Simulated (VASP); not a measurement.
# Sn4HO8 in VASP: notebook, part 3 of 3

VASP 6.6.1.

## Step 4: Single point, PBE

INCAR reads:

```
SYSTEM = Sn4HO8
  PREC = Accurate
  ENCUT = 520
  EDIFF = 1E-7
  ISMEAR = 0
  SIGMA = 0.05
  LREAL = Auto
  LASPH = .TRUE.
  NELM = 80
  ALGO = Normal
  ISIF = 2
  LWAVE = .FALSE.
  LCHARG = .FALSE.
  GGA = PE
  NBANDS = 124
```

KPOINTS reads:

```
Automatic mesh
0
G
  2 2 1
  0 0 0
```

POSCAR reads:

```
Sn4HO8
1.0
    6.7005440000      0.0000000000      0.0000000000
    0.0000000000      6.3730000000      0.0000000000
    0.0000000000      0.0000000000     18.4039890000
Sn O H
8 16 2
Direct
    0.0000000000      0.0000000000      0.0543359921
    0.5000000000      0.2500000000      0.0543359921
    0.5102575254     -0.0014084419      0.2510030298
    0.0055820841      0.2450833203      0.2426153917
    0.0000000000      0.5000000000      0.0543359921
    0.5000000000      0.7500000000      0.0543359921
    0.5128529863      0.5023896124      0.2459801514
    0.0031055687      0.7548688216      0.2405394287
    0.0175569327      0.0027905225      0.1625007492
    0.1934999606      0.2500000000      0.0543359921
    0.5000000000      0.0000000000      0.1247857190
    0.8065000394      0.2500000000      0.0543359921
    0.5452085681     -0.0526190177      0.3564411498
    0.6989268334      0.2489502589      0.2293448991
    0.9940619747     -0.0021930017      0.3098920022
    0.3141921014      0.2545972070      0.2455928440
    0.0136145662      0.4972053978      0.1652899271
    0.1934999606      0.7500000000      0.0543359921
    0.5000000000      0.5000000000      0.1247857190
    0.8065000394      0.7500000000      0.0543359921
    0.6006492906      0.5230600973      0.3512960152
    0.7003098554      0.7524847011      0.2207568153
    0.9826536472      0.5019358230      0.3136672164
    0.3105371743      0.7452159109      0.2392671502
    0.5717896935      0.6704541032      0.3671162268
    0.8436661262      0.5058928291      0.3374336401
```

Potentials or basis: VASP PAW PBE potentials, release 64 (Sn_d, O, H).

Run with:

```sh
> cat potpaw_PBE.64/Sn_d/POTCAR potpaw_PBE.64/O/POTCAR potpaw_PBE.64/H/POTCAR > POTCAR
> mpirun -np 1 vasp_std > vasp.out
```

OUTCAR:

```text
SYSTEM = Sn4HO8
   PREC = Accurate
   ENCUT = 520
   EDIFF = 1E-7
   ISMEAR = 0
   LREAL = Auto
   LASPH = .TRUE.
   NELM = 80
   ISIF = 2
   GGA = PE

 ion  position               nearest neighbor table
   1  0.000  0.000  0.054-   9 1.99  10 2.05  12 2.05  18 2.05  20 2.05   5 3.19   5 3.19   2 3.71
                             6 3.71   2 3.71   6 3.71
   2  0.500  0.250  0.054-  10 2.05  12 2.05  11 2.05  19 2.05   6 3.19   6 3.19   1 3.71   5 3.71
                             1 3.71   5 3.71
   3  0.510  0.999  0.251-  13 1.98  14 2.07  22 2.10  16 2.10  24 2.11  11 2.32   7 3.16   7 3.21
                             8 3.65   4 3.68   4 3.73   8 3.74
   4  0.006  0.245  0.243-  15 2.01  14 2.07  16 2.07  23 2.10   9 2.14  17 2.15   8 3.12   8 3.25
                             3 3.68   7 3.69   3 3.73
   5  0.000  0.500  0.054-  17 2.04  12 2.05  10 2.05  18 2.05  20 2.05   1 3.19   1 3.19   2 3.71
                             6 3.71   2 3.71   6 3.71
   6  0.500  0.750  0.054-  18 2.05  20 2.05  19 2.05  11 2.05   2 3.19   2 3.19   5 3.71   1 3.71
                             1 3.71   5 3.71
   7  0.513  0.502  0.246-  21 2.03  24 2.06  14 2.06  16 2.07  22 2.08  19 2.23   3 3.16   3 3.21
                             8 3.66   4 3.69
   8  0.003  0.755  0.241-  15 2.01  24 2.06  22 2.06  23 2.10   9 2.14  17 2.15   4 3.12   4 3.25
                             3 3.65   7 3.66   3 3.74
   9  0.018  0.003  0.163-   1 1.99   4 2.14   8 2.14
  10  0.193  0.250  0.054-   2 2.05   1 2.05   5 2.05
  11  0.500  0.000  0.125-   2 2.05   6 2.05   3 2.32
  12  0.807  0.250  0.054-   2 2.05   1 2.05   5 2.05
  13  0.545  0.947  0.356-   3 1.98
  14  0.699  0.249  0.229-   7 2.06   4 2.07   3 2.07
  15  0.994  0.998  0.310-   4 2.01   8 2.01
  16  0.314  0.255  0.246-   7 2.07   4 2.07   3 2.10
  17  0.014  0.497  0.165-   5 2.04   4 2.15   8 2.15
  18  0.193  0.750  0.054-   6 2.05   5 2.05   1 2.05
  19  0.500  0.500  0.125-   2 2.05   6 2.05   7 2.23
  20  0.807  0.750  0.054-   6 2.05   5 2.05   1 2.05
  21  0.601  0.523  0.351-  25 1.00   7 2.03
  22  0.700  0.752  0.221-   8 2.06   7 2.08   3 2.10
  23  0.983  0.502  0.314-  26 1.03   4 2.10   8 2.10
  24  0.311  0.745  0.239-   8 2.06   7 2.06   3 2.11
  25  0.572  0.670  0.367-  21 1.00
  26  0.844  0.506  0.337-  23 1.03

[... 193 lines left out ...]
   LEPSILON=     F    determine dielectric tensor
   LRPA    =     F    only Hartree local field effects (RPA)
 non-spin polarized calculation
 Gauss-broadening in eV      SIGMA  =   0.05
  energy-cutoff  :      520.00
  volume of cell :      785.90
 maximum number of plane-waves:     21232
 NGX is ok and might be reduce to    50
   NGX = 25   NGY = 23   NGZ = 69

 number of electron     210.0000018 magnetization

 Free energy of the ion-electron system (eV)
  ---------------------------------------------------
  ext. energy  EPLUGINS =         0.00000000
  ---------------------------------------------------
  free energy    TOTEN  =      -147.21512981 eV

  energy without entropy =     -147.16891071  energy(sigma->0) =     -147.19202026

 E-fermi :  -1.1205     XC(G=0):  -5.0457

 val. band max:       -1.1296064185   @ k =   0.5000   0.5000   0.0000
 cond. band min:      -1.1151013702   @ k =   0.0000   0.0000   0.0000
 fundamental gap:      0.0145050483
 Fermi energy:        -1.1205424969

 k-point     1 :       0.0000    0.0000    0.0000
  band No.  band energies     occupation
      1     -24.0967      2.00000
      2     -24.0358      2.00000
      3     -23.3890      2.00000
      4     -23.2372      2.00000
      5     -23.2193      2.00000
      6     -23.1667      2.00000
[... 469 lines left out ...]
    116       4.2316      0.00000
    117       4.3924      0.00000
 [bands above 117 left out]

------------------------ aborting loop because EDIFF is reached ----------------------------------------

  FORCE on cell =-STRESS in cart. coord.  units (eV):
  Direction    XX          YY          ZZ          XY          YZ          ZX
  --------------------------------------------------------------------------------------
  -------------------------------------------------------------------------------------
  Total       27.8242175     14.9705629     -1.1871805      0.0866680      0.0327269     -0.3286584
  in kB       56.7240974     30.5198761     -2.4202565      0.1766865      0.0667190     -0.6700224
  external PRESSURE =      28.2745723 kB  Pullay stress =       0.0000000 kB

 VOLUME and BASIS-vectors are now :
 -----------------------------------------------------------------------------
  energy-cutoff  :      520.00
  volume of cell :      785.90
      direct lattice vectors                 reciprocal lattice vectors
     6.700544000  0.000000000  0.000000000     0.149241614  0.000000000  0.000000000
     0.000000000  6.373000000  0.000000000     0.000000000  0.156911972  0.000000000
     0.000000000  0.000000000 18.403989000     0.000000000  0.000000000  0.054336046

 POSITION                                       TOTAL-FORCE (eV/Angst)
 -----------------------------------------------------------------------------------
      0.00000      0.00000      1.00000         0.077342      0.020321      2.445518
      3.35027      1.59325      1.00000        -0.030092      0.005553      0.858130
      3.41900      6.36402      4.61946        -0.015744      0.019461     -0.105775
      0.03740      1.56192      4.46509         0.008239      0.036530     -0.046905
      0.00000      3.18650      1.00000         0.102466     -0.025229      2.920341
      3.35027      4.77975      1.00000         0.002451     -0.003900      0.893906
[... 18 lines left out ...]
      3.83130      4.27280      6.75640        -0.012465      0.075146      0.065350
      5.65302      3.22405      6.21013        -0.055009      0.001918      0.053817
 -----------------------------------------------------------------------------------
    total drift:                                0.002390     -0.007223     -0.034527

  FREE ENERGIE OF THE ION-ELECTRON SYSTEM (eV)
  ---------------------------------------------------
  free  energy   TOTEN  =      -147.2151298133 eV

  energy  without entropy=     -147.1689107106  energy(sigma->0) =     -147.19202026
```

stdout:

```text
POSCAR found type information on POSCAR SnO H
 POSCAR found :  3 types and      26 ions
 scaLAPACK will be used
 LDA part: xc-table for (Slater+PW92), standard interpolation
 POSCAR, INCAR and KPOINTS ok, starting setup
 FFT: planning ... GRIDC
 FFT: planning ... GRID_SOFT
 FFT: planning ... GRID
 WAVECAR not read
 entering main loop
```

Wall time 47 min (1 thread of Intel Xeon 8259CL, shared host); peak memory 0.83 GiB.

Results:

```yaml
Free_energy: -147.2151 eV
Largest_force: 2.922 eV/Å
Band_gap_on_the_k_mesh: zero (bands 105 and 106 overlap by 0.01 eV)
```

Forces in eV/Å, atoms in the order of the input:
```
Sn   0.077  0.020  2.446
Sn  -0.030  0.006  0.858
Sn  -0.016  0.019 -0.106
Sn   0.008  0.037 -0.047
Sn   0.102 -0.025  2.920
Sn   0.002 -0.004  0.894
Sn  -0.015 -0.021 -0.051
Sn   0.014 -0.033 -0.057
O    0.008 -0.001  0.052
O   -0.708  0.099 -1.633
O   -0.164  0.159 -0.587
O    0.759  0.058 -1.467
O    0.025 -0.029  0.114
O    0.011 -0.004 -0.012
O   -0.012 -0.007  0.121
O   -0.014 -0.006 -0.001
O    0.008 -0.003  0.061
O   -0.772 -0.094 -1.562
O   -0.131 -0.154 -0.600
O    0.848 -0.061 -1.451
O    0.039 -0.044  0.017
O    0.005  0.000 -0.020
O    0.032  0.000 -0.006
O   -0.011  0.012 -0.003
H   -0.012  0.075  0.065
H   -0.055  0.002  0.054
```

Caveat: the k points lie up to 0.49 Å⁻¹ apart; spin-orbit coupling is left out, which moves the levels of the heavy elements.

## Step 5: Single point, PBE

INCAR reads:

```
PREC = Accurate
ENCUT = 520
EDIFF = 1E-6
ISMEAR = 0
SIGMA = 0.05
LREAL = Auto
LASPH = True
NELM = 80
ALGO = Normal
ISIF = 2
LWAVE = False
LCHARG = False
GGA = PE
NBANDS = 124
```

KPOINTS reads:

```
regular mesh
0
Gamma
  2 2 1
```

POSCAR reads:

```
Sn4HO8
1.0
    6.7005440000      0.0000000000      0.0000000000
    0.0000000000      6.3730000000      0.0000000000
    0.0000000000      0.0000000000     18.4039890000
Sn O H
8 16 2
Direct
    0.0000000000      0.0000000000      0.0543360464
    0.5000000000      0.2500000000      0.0543360464
    0.4971085930      0.0000770438      0.2528411096
   -0.0055537282      0.2438633297      0.2411435369
    0.0000000000      0.5000000000      0.0543360464
    0.5000000000      0.7500000000      0.0543360464
    0.5033127161      0.5042876196      0.2448945172
   -0.0048772159      0.7614528480      0.2389308644
    0.0089944936      0.0043952613      0.1621219182
    0.1934999606      0.2500000000      0.0543360464
    0.5000000000      0.0000000000      0.1247857190
    0.8065000394      0.2500000000      0.0543360464
    0.5236701677     -0.0320804958      0.3593345986
    0.6891355388      0.2503270046      0.2311820552
    0.9926106000      0.0003472462      0.3093969465
    0.3024676802      0.2601360427      0.2452553085
    0.0024084612      0.4994136200      0.1668371460
    0.1934999606      0.7500000000      0.0543360464
    0.5000000000      0.5000000000      0.1247857190
    0.8065000394      0.7500000000      0.0543360464
    0.5322808118      0.5373304566      0.3549650024
    0.6914334120      0.7548058999      0.2254231406
    0.9572486950      0.5060364036      0.3139402550
    0.3012706133      0.7460798682      0.2378916875
    0.6693366986      0.5765984623      0.3661781150
    1.0562740876      0.5043608975      0.3528135123
```

Run with:

```sh
> cat potpaw_PBE.64/Sn_d/POTCAR potpaw_PBE.64/O/POTCAR potpaw_PBE.64/H/POTCAR > POTCAR
> mpirun -np 1 vasp_std > vasp.out
```

Wall time 49 min (1 thread of Intel Xeon 8259CL, shared host); peak memory 0.83 GiB.

Results (log left out):

| Item | Value |
| --- | --- |
| Free energy | -146.7566 eV |
| Largest force | 2.733 eV/Å |
| Band gap on the k mesh | zero (bands 105 and 106 overlap by 0.05 eV) |

Forces in eV/Å, atoms in the order of the input:
```
Sn   0.013  0.030  1.853
Sn   0.004  0.010  0.685
Sn  -0.042  0.050 -0.044
Sn   0.036  0.211  0.006
Sn   0.019 -0.023  2.733
Sn   0.008 -0.010  0.708
Sn   0.082  0.014 -0.042
Sn   0.027 -0.228  0.033
O    0.004  0.027  0.056
O   -0.751  0.144 -1.435
O   -0.195  0.157 -0.369
O    0.765  0.089 -1.391
O    0.011 -0.021  0.119
O    0.022  0.014  0.011
O   -0.014  0.008  0.103
O    0.034 -0.097 -0.005
O   -0.014 -0.006 -0.039
O   -0.812 -0.117 -1.380
O   -0.151 -0.094 -0.360
O    0.831 -0.068 -1.353
O   -0.569 -0.107 -0.041
O    0.087 -0.058  0.009
O    0.398 -0.063  0.013
O   -0.047  0.076 -0.068
H    0.167  0.019  0.047
H    0.089  0.046  0.148
```

Levels at points of the mesh, in eV from the Fermi level:
```csv
k point,band 103,band 104,band 105,band 106,band 107,band 108
"(0.00, 0.00, 0.00)",-0.60,-0.02,0.03,0.30,0.49,1.06
"(0.50, 0.00, 0.00)",-0.53,-0.15,-0.02,0.03,1.10,1.31
"(0.00, 0.50, 0.00)",-0.61,-0.56,-0.21,-0.02,0.96,0.98
"(0.50, 0.50, 0.00)",-0.20,-0.12,-0.04,-0.01,0.65,0.67
```

Caveat: the k points lie up to 0.49 Å⁻¹ apart; spin-orbit coupling is left out, which moves the levels of the heavy elements.

## Step 6: Overview

| cell | gap on the mesh (eV) | largest force (eV/Å) |
| --- | --- | --- |
| as given, atomic positions A | none | 2.80 |
| as given, atomic positions B | none | 2.92 |
| as given, atomic positions C | none | 2.92 |
| as given, atomic positions D | none | 2.73 |

Alike in all rows: task single point; level PBE; potentials or basis VASP PAW PBE potentials, release 64 (Sn_d, O, H); no spin polarisation; k mesh 2 × 2 × 1; cutoff (eV) 520; smearing gaussian 0.05 eV.

Caveats: all runs use coarse meshes; spin-orbit coupling is left out, which moves the levels of the heavy elements.

Total energies depend on the potentials used, so only differences within one code and one set of settings carry meaning.
